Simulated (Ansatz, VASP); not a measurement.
# One calculation of I, two programs

```
CELL_PARAMETERS angstrom
3.32484 0.00000 0.00000
0.00000 3.32484 0.00000
0.00000 0.00000 3.32484
ATOMIC_POSITIONS crystal
I 0.00000 0.00000 0.00000
```

Change from the starting cell: volume scaled by 0.88, LAPW.

Alike in both runs: task single point; functional PBE; k mesh 11 × 11 × 11; occupations fermi-dirac, width 0.1 eV; no spin polarisation.

|  | VASP | Ansatz |
| --- | --- | --- |
| version | VASP 6.6.1 | Ansatz 0.2.0 |
| potentials or method | VASP PAW PBE potentials, release 64 (I), cutoff 520 eV | all-electron LAPW, scalar-relativistic |

|  | VASP | Ansatz | Ansatz less VASP |
| --- | --- | --- | --- |
| pressure (GPa) | 3.9 | 4.0 | +0.04 |

Ansatz ran all-electron here, and VASP with PAW potentials.

Spin-orbit coupling is off throughout.
